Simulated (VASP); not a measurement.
BiTe, 2 atoms in the cell. Symmetry: R-3m, No. 166, trigonal system. The conventional cell has a = 4.845 Å, b = 4.845 Å, c = 9.952 Å, α = 90.00°, β = 90.00°, γ = 120.00°. Within 4.3 Å of Bi (site symmetry -3m) lie 6 Te at 3.25 Å. Te (site symmetry -3m) has 6 Bi at 3.25 Å within 4.3 Å. 

* Program: VASP 6.6.1
* Task: single point
* Functional: PBE
* Potentials or basis: VASP PAW PBE potentials, release 64 (Bi_d, Te)
* Cutoff: 520 eV
* k mesh: 8 × 8 × 8
* Occupations: fermi-dirac, width 0.02 eV
* Spin: no spin polarisation
* Dipole correction: no
* Further INCAR settings: ALGO = Normal; EDIFF = 1e-06; NBANDS = 18

Potentials or basis: VASP PAW PBE potentials, release 64 (Bi_d, Te).

The run is started by

```bash
$ cat potpaw_PBE.64/Bi_d/POTCAR potpaw_PBE.64/Te/POTCAR > POTCAR
$ mpirun -np 1 vasp_std > vasp.out
```

Hardware: 1 thread of Intel(R) Xeon(R) 6975P-C (Granite Rapids), with other jobs on the host.

Task: Estimate the wall time of this run.

Result: It took 21 s on 1 thread of Intel(R) Xeon(R) 6975P-C (Granite Rapids), on a shared host, peak memory 0.22 GiB. Counts: scf iterations 12, k points 65.
